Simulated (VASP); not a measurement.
Input of a VASP 6.6.1 run:

Contents of INCAR:

```
PREC = Accurate
ENCUT = 520
EDIFF = 1E-6
ISMEAR = -1
SIGMA = 0.1
LREAL = F
LASPH = T
NELM = 100
ALGO = Normal
ISIF = 2
LWAVE = F
LCHARG = F
GGA = B5
ALDAX = 1.0
AGGAX = 1.0
AGGAC = 1.0
ALDAC = 0.0
NBANDS = 12
```

Contents of KPOINTS:

```
regular mesh
0
Gamma
  18 18 21
```

File POSCAR:

```
In
1.0
   -1.6409164441      1.6740294522      2.5992190335
    1.6740294522     -1.6409164441      2.5992190335
    1.6432698938      1.6432698938     -2.5774604528
In
1
Direct
    0.0000000000      0.0000000000      0.0000000000
```

Potentials or basis: VASP PAW PBE potentials, release 64 (In_d).

Launch:

```sh
$ cat potpaw_PBE.64/In_d/POTCAR > POTCAR
$ mpirun -np 1 vasp_std > vasp.out
```

Question: Estimate the pressure.

Answer: 2.3 GPa.

Stress tensor (GPa, compression positive):
```
 2.36 -0.02 -0.03
-0.02  2.36 -0.03
-0.03 -0.03  2.21
```

Caveat: the PAW data sets were made with another functional, which shifts forces and pressure a little.
